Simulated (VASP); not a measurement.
A run of VASP 6.6.1:

Contents of INCAR:

```
SYSTEM = Re
PREC = Accurate
ENCUT = 520
EDIFF = 1E-7
ISMEAR = -1
SIGMA = 0.1
LREAL = .FALSE.
LASPH = .TRUE.
NELM = 80
ALGO = Normal
ISIF = 2
LWAVE = .FALSE.
LCHARG = .TRUE.
GGA = PS
LELF = .TRUE.
LVHAR = .TRUE.
NBANDS = 22
```

KPOINTS

```
regular mesh
0
G
  15 15 4
  0 0 0
```

Contents of POSCAR:

```
Re
1.0
    2.7154912289      0.0000000000      0.0000000000
   -1.3577456144      2.3516843880      0.0000000000
    0.0000000000      0.0000000000      8.7497132074
Re
4
Direct
    0.0000000000      1.0000000000      0.0000000000
    0.0000000000      1.0000000000      0.5000000000
    0.3333333333      0.6666666667      0.2500000000
    0.6666666667      0.3333333333      0.7500000000
```

Potentials or basis: VASP PAW PBE potentials, release 64 (Re).

The run is started by

```bash
$ cat potpaw_PBE.64/Re/POTCAR > POTCAR
$ mpirun -np 1 vasp_std > vasp.out
```

Hardware: 1 thread of Intel(R) Xeon(R) Platinum 8259CL CPU @ 2.50GHz (Skylake/Cascade Lake), with other jobs on the host.

Q: How long does it take, and how much memory?

A: Run time: 2.5 min on 1 thread of Intel(R) Xeon(R) Platinum 8259CL CPU @ 2.50GHz (Skylake/Cascade Lake) (shared host), peak memory 0.22 GiB. Counts: scf iterations 15, k points 81.
